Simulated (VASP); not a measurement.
A run of VASP 6.6.1:

File INCAR:

```
PREC = Accurate
ENCUT = 500
EDIFF = 1E-6
ISMEAR = 0
SIGMA = 0.2
LREAL = F
LASPH = T
NELM = 120
ALGO = Normal
ISIF = 2
LWAVE = F
LCHARG = F
GGA = PE
NBANDS = 14
GGA_COMPAT = F
```

The input KPOINTS:

```
regular mesh
0
Gamma
  6 6 4
```

POSCAR

```
BP2
1.0
    3.1310753872     -0.0000000024      0.0000000000
   -1.5655376915      2.7115908277      0.0000000000
    0.0000000000      0.0000000000      4.1189965035
B P
1 2
Direct
    0.6666666667      0.3333333333      0.6035583555
    0.0000000000      0.0000000000      0.3212049657
    0.3333333333      0.6666666667      0.8859329088
```

Potentials or basis: VASP PAW PBE potentials, release 64 (B, P).

The run is started by

```console
$ cat potpaw_PBE.64/B/POTCAR potpaw_PBE.64/P/POTCAR > POTCAR
$ mpirun -np 1 vasp_std > vasp.out
```

Hardware: 1 thread of Intel Xeon 8259CL (shared host).

How long does it take, and how much memory?

Run time: 13 s on 1 thread of Intel Xeon 8259CL (shared host), peak memory 0.14 GiB. Counts: scf iterations 12, k points 24.
